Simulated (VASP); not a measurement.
# Cu (P-3m1) in VASP: single point with r2SCAN

Aim: the single point of Cu with r2SCAN.

Everything below comes from runs of VASP 6.6.1. Logs are shortened: lines on timing, memory, paths and dates and some standing lists are left out, and cuts for length are marked.

## Step 1: The cell of the first run

It takes space group P-3m1 (No. 164, trigonal). The conventional cell has a = 2.531 Å, b = 2.531 Å, c = 4.130 Å, α = 90.00°, β = 90.00°, γ = 120.00°. Cu (site symmetry 3m) has 12 Cu at 2.43 to 2.63 Å within 3.2 Å.

## Step 2: Single point, r2SCAN (atoms displaced along a vibrational mode)

File POSCAR:

```
Cu
1.0
    2.5305027254      0.0000000000      0.0000000000
   -1.2652513627      2.1914796445      0.0000000000
    0.0000000000      0.0000000000      4.1298555601
Cu
2
Direct
    0.3333333333      0.6666666667      0.2354716469
    0.6666666667      0.3333333333      0.7645283531
```

File INCAR.step1:

```
PREC = Accurate
ENCUT = 520
ISMEAR = 0
SIGMA = 0.15
LREAL = F
LASPH = T
NELM = 80
NBANDS = 18
GGA = PE
ALGO = Normal
EDIFF = 1E-4
LWAVE = T
LCHARG = F
```

File INCAR.step2:

```
PREC = Accurate
ENCUT = 520
EDIFF = 1E-6
ISMEAR = 0
SIGMA = 0.15
LREAL = F
LASPH = T
NELM = 80
ALGO = Normal
ISIF = 2
LWAVE = F
LCHARG = F
METAGGA = R2SCAN
LMIXTAU = T
NBANDS = 18
ISTART = 1
```

File KPOINTS:

```
regular mesh
0
Gamma
  30 30 14
```

Potentials or basis: VASP PAW PBE potentials, release 64 (Cu).

Launch:

```bash
cat potpaw_PBE.64/Cu/POTCAR > POTCAR
cp INCAR.step1 INCAR
mpirun -np 1 vasp_std > vasp.out
cp INCAR.step2 INCAR
mpirun -np 1 vasp_std > vasp.out
```

OUTCAR:

```text
PREC = Accurate
   ENCUT = 520
   EDIFF = 1E-6
   ISMEAR = 0
   LREAL = F
   LASPH = T
   NELM = 80
   ISIF = 2
   METAGGA = R2SCAN
   ISTART = 1

 ion  position               nearest neighbor table
   1  0.333  0.667  0.235-   2 2.43   2 2.43   2 2.43   2 2.63   2 2.63   2 2.63
   2  0.667  0.333  0.765-   1 2.43   1 2.43   1 2.43   1 2.63   1 2.63   1 2.63

  LATTYP: Found a hexagonal cell.
 ALAT       =     2.5305027254
 C/A-ratio  =     1.6320296827

  Lattice vectors:

 A1 = (   2.5305027254,   0.0000000000,   0.0000000000)
 A2 = (  -1.2652513627,   2.1914796445,   0.0000000000)
 A3 = (   0.0000000000,   0.0000000000,   4.1298555601)

Analysis of symmetry for initial positions (statically):
=====================================================================
 Subroutine PRICEL returns:
 Original cell was already a primitive cell.

 Routine SETGRP: Setting up the symmetry group for a
 hexagonal supercell.

 Subroutine GETGRP returns: Found 12 space group operations
 (whereof 12 operations were pure point group operations)
 out of a pool of 24 trial point group operations.

The static configuration has the point symmetry D_3d.

Analysis of symmetry for dynamics (positions and initial velocities):
=====================================================================
 Subroutine PRICEL returns:
 Original cell was already a primitive cell.

 Routine SETGRP: Setting up the symmetry group for a
 hexagonal supercell.

 Subroutine GETGRP returns: Found 12 space group operations
 (whereof 12 operations were pure point group operations)
 out of a pool of 24 trial point group operations.

The dynamic configuration has the point symmetry D_3d.

 Subroutine INISYM returns: Found 12 space group operations
 (whereof 12 operations are pure point group operations),
 and found     1 'primitive' translations

----------------------------------------------------------------------------------------

                                     Primitive cell

  volume of cell :      22.9023

  direct lattice vectors                    reciprocal lattice vectors
     2.530502725  0.000000000  0.000000000     0.395178393  0.228156351  0.000000000
    -1.265251363  2.191479645  0.000000000     0.000000000  0.456312703  0.000000000
     0.000000000  0.000000000  4.129855560     0.000000000  0.000000000  0.242139219

  length of vectors
     2.530502725  2.530502725  4.129855560     0.456312703  0.456312703  0.242139219

  position of ions in fractional coordinates (direct lattice)
     0.333333333  0.666666667  0.235471647
     0.666666667  0.333333333  0.764528353

  ion indices of the primitive-cell ions
   primitive index   ion index
                 1           1
                 2           2

----------------------------------------------------------------------------------------

 KPOINTS: regular mesh

Automatic generation of k-mesh.
 Grid dimensions read from file:
 generate k-points for:   30   30   14

 Generating k-lattice:

  Cartesian coordinates                     Fractional coordinates (reciprocal lattice)
     0.013172613  0.007605212  0.000000000     0.033333333  0.000000000  0.000000000
     0.000000000  0.015210423  0.000000000     0.000000000  0.033333333  0.000000000
     0.000000000  0.000000000  0.017295659     0.000000000  0.000000000  0.071428571

  Length of vectors
     0.015210423  0.015210423  0.017295659

  Shift w.r.t. Gamma in fractional coordinates (k-lattice)
     0.000000000  0.000000000  0.000000000

 Subroutine IBZKPT returns following result:
 ===========================================

 Found   1178 irreducible k-points:

 Following reciprocal coordinates:
            Coordinates               Weight
  0.000000  0.000000  0.000000      1.000000
  0.033333  0.000000  0.000000      6.000000
  0.066667  0.000000  0.000000      6.000000
  0.100000  0.000000  0.000000      6.000000
  0.133333  0.000000  0.000000      6.000000
  0.166667  0.000000  0.000000      6.000000
[... 16 lines left out ...]
  0.233333  0.033333  0.000000     12.000000
  0.266667  0.033333  0.000000     12.000000
 [... further k-points ...]
   k-points           NKPTS =   1178   k-points in BZ     NKDIM =   1178   number of bands    NBANDS=     18
   number of dos      NEDOS =    301   number of ions     NIONS =      2
   total plane-waves  NPLWV =  12800
   dimension x,y,z NGX =    20 NGY =   20 NGZ =   32
   dimension x,y,z NGXF=    40 NGYF=   40 NGZF=   64
   ions per type =               2
   NGX,Y,Z   is equivalent  to a cutoff of  13.14, 13.14, 12.88 a.u.
   NGXF,Y,Z  is equivalent  to a cutoff of  26.28, 26.28, 25.76 a.u.
 SYSTEM =  unknown system
   PREC   = accura    normal or accurate (medium, high low for compatibility)
   ISTART =      1    job   : 0-new  1-cont  2-samecut
   ICHARG =      0    charge: 1-file 2-atom 10-const
   ISPIN  =      1    spin polarized calculation?
   LNONCOLLINEAR =      F non collinear calculations
   LSORBIT =      F    spin-orbit coupling
   LASPH  =      T    aspherical Exc in radial PAW
   ENCUT  =  520.0 eV  38.22 Ry    6.18 a.u.   4.71  4.71  7.68*2*pi/ulx,y,z
   NELM   =     80;   NELMIN=  2; NELMDL=  0     # of ELM steps
   EDIFF  = 0.1E-05   stopping-criterion for ELM
   LREAL  =      F    real-space projection
   EDIFFG = 0.1E-04   stopping-criterion for IOM
   NSW    =      0    number of steps for IOM
   IBRION =     -1    ionic relax: 0-MD 1-quasi-New 2-CG
   NFREE  =      0    steps in history (QN), initial steepest desc. (CG)
   ISIF   =      2    stress and relaxation
   ISYM   =      2    0-nonsym 1-usesym 2-fastsym
   POTIM  = 0.5000    time-step for ionic-motion
   TEBEG  =    0.0;   TEEND  =   0.0 temperature during run
   PSTRESS=    0.0 pullay stress
   NELECT =      22.0000    total number of electrons
   NUPDOWN=      -1.0000    fix difference up-down
   EMIN   =  10.00;   EMAX   =-10.00  energy-range for DOS
   EFERMI =   0.00;   METHOD = LEGACY
   ISMEAR =     0;   SIGMA  =   0.15  broadening in eV -4-tet -1-fermi 0-gaus
   EFERMI_NEDOS =   21; number of points for ismear=-14 and -15
   IALGO  =     38    algorithm
   IMIX   =      4    mixing-type and parameters
     AMIX     =   0.40;   BMIX     =  1.00
     AMIX_MAG =   1.60;   BMIX_MAG =  1.00
  volume/ion in A,a.u.               =      11.45        77.28
  Fermi-wavevector in a.u.,A,eV,Ry     =   1.615311  3.052494 35.500703  2.609228
  Thomas-Fermi vector in A             =   2.710079
   LORBIT       =      0    0 simple, 1 ext, 2 COOP (PROOUT), +10 PAW based schemes
   METAGGA = R2SCAN    functional components
   LHFCALC =     F    Hartree Fock is set to
   AEXX    =    0.0000 exact exchange contribution
   IVDW    =     0    specifies the selected vdW correction
   LEPSILON=     F    determine dielectric tensor
   LRPA    =     F    only Hartree local field effects (RPA)
 non-spin polarized calculation
 Gauss-broadening in eV      SIGMA  =   0.15
  energy-cutoff  :      520.00
  volume of cell :       22.90
 maximum number of plane-waves:       640
   NGX =  9   NGY =  9   NGZ = 15

 number of electron      21.9999983 magnetization

 Free energy of the ion-electron system (eV)
  ---------------------------------------------------
  ext. energy  EPLUGINS =         0.00000000
  ---------------------------------------------------
  free energy    TOTEN  =       -21.58081931 eV

  energy without entropy =      -21.57485290  energy(sigma->0) =      -21.57783611

 E-fermi :   7.7717     XC(G=0): -13.9433

 val. band max:        7.7676083704   @ k =  -0.2333   0.5000   0.2857
 cond. band min:       7.7745862987   @ k =   0.1667   0.1333   0.2857
 fundamental gap:      0.0069779283
 Fermi energy:         7.7717133593

 k-point     1 :       0.0000    0.0000    0.0000
  band No.  band energies     occupation
      1      -2.1408      2.00000
      2       2.3353      2.00000
      3       4.5524      2.00000
      4       4.5729      2.00000
      5       4.5731      2.00000
      6       4.7593      2.00000
[... 10 lines left out ...]
     17      32.6504      0.00000
     18      32.6511      0.00000

 k-point     2 :       0.0333    0.0000    0.0000
  band No.  band energies     occupation
      1      -2.1025      2.00000
      2       2.3573      2.00000
      3       4.4980      2.00000
      4       4.5868      2.00000
      5       4.6230      2.00000
      6       4.7515      2.00000
[... 10 lines left out ...]
     17      32.9531      0.00000
     18      33.2704      0.00000

 k-point     3 :       0.0667    0.0000    0.0000
  band No.  band energies     occupation
      1      -1.9881      2.00000
      2       2.4218      2.00000
      3       4.4262      2.00000
      4       4.6277      2.00000
      5       4.6784      2.00000
      6       4.7319      2.00000
[... 10 lines left out ...]
     17      33.2600      0.00000
     18      33.6135      0.00000

 k-point     4 :       0.1000    0.0000    0.0000
  band No.  band energies     occupation
      1      -1.7988      2.00000
      2       2.5243      2.00000
      3       4.3435      2.00000
      4       4.6737      2.00000
      5       4.6938      2.00000
      6       4.7593      2.00000
[... 10 lines left out ...]
     17      33.2748      0.00000
     18      33.9259      0.00000

 k-point     5 :       0.1333    0.0000    0.0000
  band No.  band energies     occupation
      1      -1.5367      2.00000
      2       2.6563      2.00000
      3       4.2497      2.00000
      4       4.5952      2.00000
      5       4.7345      2.00000
      6       4.7787      2.00000
[... 10 lines left out ...]
     17      32.2319      0.00000
     18      33.8130      0.00000

 k-point     6 :       0.1667    0.0000    0.0000
  band No.  band energies     occupation
      1      -1.2054      2.00000
      2       2.8047      2.00000
      3       4.1431      2.00000
      4       4.4137      2.00000
      5       4.6270      2.00000
      6       4.8310      2.00000
[... 10 lines left out ...]
     17      30.7131      0.00000
     18      32.7369      0.00000

 k-point     7 :       0.2000    0.0000    0.0000
  band No.  band energies     occupation
      1      -0.8100      2.00000
      2       2.9502      2.00000
      3       4.0124      2.00000
      4       4.2316      2.00000
      5       4.5723      2.00000
      6       4.8051      2.00000
[... 10 lines left out ...]
     17      29.1918      0.00000
     18      31.4447      0.00000

 k-point     8 :       0.2333    0.0000    0.0000
  band No.  band energies     occupation
      1      -0.3581      2.00000
      2       3.0677      2.00000
      3       3.8482      2.00000
      4       4.1222      2.00000
      5       4.5415      2.00000
      6       4.7571      2.00000
[... 10 lines left out ...]
     17      27.7207      0.00000
     18      30.2786      0.00000
[... 229 lines left out ...]
     17      32.9064      0.00000
     18      33.5827      0.00000

 k-point    20 :       0.1333    0.0333    0.0000
  band No.  band energies     occupation
      1      -1.3517      2.00000
      2       2.7431      2.00000
      3       4.1871      2.00000
      4       4.5060      2.00000
      5       4.6496      2.00000
      6       4.8220      2.00000
[... 10 lines left out ...]
     17      31.4973      0.00000
     18      33.2916      0.00000

 k-point    21 :       0.1667    0.0333    0.0000
  band No.  band energies     occupation
      1      -0.9881      2.00000
      2       2.8921      2.00000
      3       4.0711      2.00000
      4       4.3035      2.00000
      5       4.5880      2.00000
      6       4.8193      2.00000
[... 10 lines left out ...]
     17      29.9672      0.00000
     18      32.1626      0.00000

 k-point    22 :       0.2000    0.0333    0.0000
  band No.  band energies     occupation
      1      -0.5639      2.00000
      2       3.0268      2.00000
      3       3.9247      2.00000
      4       4.1541      2.00000
      5       4.5478      2.00000
      6       4.7745      2.00000
[... 10 lines left out ...]
     17      28.4772      0.00000
     18      30.9981      0.00000

 k-point    23 :       0.2333    0.0333    0.0000
  band No.  band energies     occupation
      1      -0.0887      2.00000
      2       3.1208      2.00000
      3       3.7564      2.00000
      4       4.0768      2.00000
      5       4.5321      2.00000
      6       4.7209      2.00000
[... 10 lines left out ...]
     17      27.4211      0.00000
     18      30.0825      0.00000

 k-point    24 :       0.2667    0.0333    0.0000
  band No.  band energies     occupation
      1       0.4232      2.00000
      2       3.1567      2.00000
      3       3.5950      2.00000
      4       4.0521      2.00000
      5       4.5490      2.00000
      6       4.6687      2.00000
[... 10 lines left out ...]
     17      26.2772      0.00000
     18      29.4684      0.00000

 [... further k-points ...]
[... 5 lines left out ...]
  --------------------------------------------------------------------------------------
  -------------------------------------------------------------------------------------
  Total        0.2299383      0.2299383      0.5765195      0.0000000      0.0000000      0.0000000
  in kB       16.0858020     16.0858020     40.3316036      0.0000000      0.0000000      0.0000000
  external PRESSURE =      24.1677359 kB  Pullay stress =       0.0000000 kB

 VOLUME and BASIS-vectors are now :
 -----------------------------------------------------------------------------
  energy-cutoff  :      520.00
  volume of cell :       22.90
      direct lattice vectors                 reciprocal lattice vectors
     2.530502725  0.000000000  0.000000000     0.395178393  0.228156351  0.000000000
    -1.265251363  2.191479645  0.000000000     0.000000000  0.456312703  0.000000000
     0.000000000  0.000000000  4.129855560     0.000000000  0.000000000  0.242139219

 POSITION                                       TOTAL-FORCE (eV/Angst)
 -----------------------------------------------------------------------------------
     -0.00000      1.46099      0.97246         0.000000     -0.000000      0.980483
      1.26525      0.73049      3.15739        -0.000000      0.000000     -0.980483
 -----------------------------------------------------------------------------------
    total drift:                                0.000000     -0.000000      0.000000

  FREE ENERGIE OF THE ION-ELECTRON SYSTEM (eV)
  ---------------------------------------------------
  free  energy   TOTEN  =       -21.5808193107 eV

  energy  without entropy=      -21.5748529041  energy(sigma->0) =      -21.57783611
```

Run time: 9.6 min. Hardware: 1 thread of Intel Xeon 6975P-C (Granite Rapids), shared host; peak memory 0.48 GiB.

Results:

| Quantity | Value |
| --- | --- |
| Free energy | -21.5808 eV |
| Pressure | 2.4 GPa |
| Largest force | 0.980 eV/Å |
| Band gap on the k mesh | zero (bands 11 and 12 overlap by 6.30 eV) |

Forces in eV/Å, atoms in the order of the input:
```
Cu   0.000  0.000  0.980
Cu   0.000  0.000 -0.980
```

Stress tensor (GPa, compression positive):
```
1.61 0.00 0.00
0.00 1.61 0.00
0.00 0.00 4.03
```

Caveat: the cell differs from its parent crystal (atoms displaced along a vibrational mode); the PAW data sets were made with another functional, which shifts forces and pressure a little.
